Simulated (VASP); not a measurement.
Crystal: ReS.

```
CELL_PARAMETERS angstrom
0.00000 2.48083 2.48083
2.48083 0.00000 2.48083
2.48083 2.48083 0.00000
ATOMIC_POSITIONS crystal
Re 0.00000 0.00000 0.00000
S 0.50000 0.50000 0.50000
```

Base run:

| Quantity | Value |
| --- | --- |
| Program | VASP 6.6.1 |
| Functional | PBEsol |
| Potentials or basis | VASP PAW PBE potentials, release 64 (Re_sv_GW, S) |
| Cutoff | 500 eV |
| k mesh | 14 × 14 × 14 |
| Occupations | gaussian, width 0.1 eV |
| Spin | collinear spin, ferromagnetic start |
| Starting moments | [3.5, 0.0] μB |

Its results: pressure -11.1 GPa; net moment 0.84 μB per cell; site moments Re +1.13; S +0.01 μB.

**Question.** The run is repeated on the same cell with these changes: potentials or basis from VASP PAW PBE potentials, release 64 (Re_sv_GW, S) to VASP PAW PBE potentials, release 64 (Re, S); cutoff from 500 eV to 520 eV; further incar settings from ALGO = Normal; EDIFF = 1e-06; NBANDS = 22 to ALGO = Normal; EDIFF = 1e-06; NBANDS = 18; valence electrons from 21 to 13. What comes out?

**Answer.** Pressure -9.0 GPa; net moment 0.80 μB per cell; site moments Re +0.75; S +0.01 μB.

Caveats: the PAW data sets were made with another functional, which shifts forces and pressure a little.
